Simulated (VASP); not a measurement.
Set up this calculation in VASP 6.6.1, as the native input.

```
Task                   : single point
Functional             : PBE
Dispersion             : D3(BJ)
Potentials or basis    : VASP PAW PBE potentials, release 64 (Mn_pv, O)
Cutoff                 : 520 eV
k mesh                 : 8 × 8 × 4
Occupations            : gaussian, width 0.05 eV
Spin                   : collinear spin, ferromagnetic start
Starting moments       : [4.52, 4.52, 0.13, 0.13] μB
Hubbard terms          : Mn d U = 3.9 eV
Dipole correction      : no
Further INCAR settings : ALGO = Normal; EDIFF = 1e-06; NBANDS = 31
```

The structure of MnO lies in POSCAR:

```
MnO
1.0
    3.4594891296      0.0000000000      0.0000000000
   -1.7297445648      2.9960054703      0.0000000000
    0.0000000000      0.0000000000      5.4036049101
Mn O
2 2
Direct
    0.3333333333      0.6666666667     -0.0013535476
    0.6666666667      0.3333333333      0.4986464524
    0.3333333333      0.6666666667      0.3877835476
    0.6666666667      0.3333333333      0.8877835476
```

These files were run (other wordings do the same):

INCAR

```
  PREC = Accurate
  ENCUT = 520
  EDIFF = 1E-6
  ISMEAR = 0
  SIGMA = 0.05
  LREAL = False
  LASPH = True
  NELM = 150
  ALGO = Normal
  ISIF = 2
  LWAVE = False
  LCHARG = False
  ISPIN = 2
  MAGMOM = 4.52 4.52 0.13 0.13
  LORBIT = 11
  LMAXMIX = 4
  LDAU = True
  LDAUTYPE = 2
  LDAUL = 2 -1
  LDAUU = 3.9 0
  LDAUJ = 0 0
  LDAUPRINT = 1
  GGA = PE
  IVDW = 12
  NBANDS = 31
```

KPOINTS

```
Automatic mesh
0
Gamma
  8 8 4
```

Potentials or basis: VASP PAW PBE potentials, release 64 (Mn_pv, O).

Command:

```console
$ cat potpaw_PBE.64/Mn_pv/POTCAR potpaw_PBE.64/O/POTCAR > POTCAR
$ mpirun -np 1 vasp_std > vasp.out
```

Results of the run:

* Pressure: -0.3 GPa
* Largest force: 0.007 eV/Å
* Band gap on the k mesh: zero (filled and empty bands touch)
* Net moment: 10.00 μB per cell
* Site moments: Mn +4.60; O +0.10 μB
* Valence electrons inside the program's atomic spheres: Mn 11.37; O 5.01
* Dispersion energy per atom: -0.242 eV

Caveat: the run started ferromagnetic, and an antiferromagnetic order may lie lower in energy.

Wall time 2.3 min on 1 thread of Intel Xeon 8259CL, with other jobs on the host, peak memory 0.22 GiB.
